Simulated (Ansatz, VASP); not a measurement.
## One calculation of Hf3Si2F, two programs

INCAR

```
PREC = Accurate
ENCUT = 600
EDIFF = 1E-6
ISMEAR = 0
SIGMA = 0.1
LREAL = False
LASPH = True
NELM = 60
ALGO = Normal
ISIF = 3
LWAVE = False
LCHARG = False
GGA = PE
IBRION = 2
NSW = 90
EDIFFG = -0.04
```

The input KPOINTS:

```
regular mesh
0
Gamma
  6 6 2
```

Contents of POSCAR:

```
Hf3Si2F
1.0
    4.0947101400      0.0000000000      0.0000000000
   -2.0473550700      3.5461230100      0.0000000000
    0.0000000000      0.0000000000      8.9201158700
Hf Si F
3 2 1
Direct
    0.6666666700      0.3333333300      0.5000000000
    0.0000000000      0.0000000000      0.0000000000
    0.0000000000      0.0000000000      0.5000000000
    0.3333333300      0.6666666700      0.2516720000
    0.3333333300      0.6666666700      0.7483280000
    0.6666666700      0.3333333300      0.0000000000
```

Input for Ansatz:

```yaml
crystal:
  lattice:
    - [4.09471014, 0.0, 0.0]
    - [-2.04735507, 3.54612301, 0.0]
    - [0.0, 0.0, 8.92011587]
  atoms:
    - { symbol: Hf, position: [0.66666667, 0.33333333, 0.5] }
    - { symbol: Hf, position: [0.0, 0.0, 0.0] }
    - { symbol: Hf, position: [0.0, 0.0, 0.5] }
    - { symbol: Si, position: [0.33333333, 0.66666667, 0.251672] }
    - { symbol: Si, position: [0.33333333, 0.66666667, 0.748328] }
    - { symbol: F, position: [0.66666667, 0.33333333, 0.0] }
basis:
  ecutwfc: 420
kpoints:
  mp_grid: { grid: [6, 6, 2] }
hamiltonian:
  xc: pbe
scf:
  occupations: { method: gaussian, width: 0.1 }
  lower_state_search: "off"
output:
  forces: true
  stress: true
  eigenvalues: true
relax:
  adjacent_minimum: "off"
  f_tol: 0.04
  max_steps: 70
  cell: { stress_tol: 0.4 }
```

Change from the starting cell: species swapped into the Sr2Al3Ge type (P-6m2, No. 187).

Alike in both runs: task relaxation of cell and atoms; functional PBE; k mesh 6 × 6 × 2; occupations gaussian, width 0.1 eV; no spin polarisation.

|  | VASP | Ansatz |
| --- | --- | --- |
| version | VASP 6.6.1 | Ansatz 0.2.0 |
| potentials or method | VASP PAW PBE potentials, release 64 (Hf_pv, Si, F), cutoff 600 eV | scalar-relativistic, plane waves, PAW |
| valence electrons in the cell | 45 | 93 |

VASP gave:

| Property | Result |
| --- | --- |
| gap on the k mesh at the Fermi level, each at its own relaxed structure (eV) | none |
| relaxed volume (Å³/atom) | 17.22 |
| relaxed length of the cell vector where the two differ most in proportion (Å) | 4.499 |

Task: Estimate Ansatz's values.

Result: gap on the k mesh at the Fermi level, each at its own relaxed structure (eV): none; relaxed volume (Å³/atom): 17.26; relaxed length of the cell vector where the two differ most in proportion (Å): 4.504.

A gap of «none» marks a metal or a gap that the smearing closes. VASP's potentials hold 45 valence electrons a cell and Ansatz's 93, so a difference there can come from the potentials and not from the codes.

Spin-orbit coupling is off throughout. Noted on VASP's run: the volume moved by over 15 % at a fixed basis, so the end points are rough.
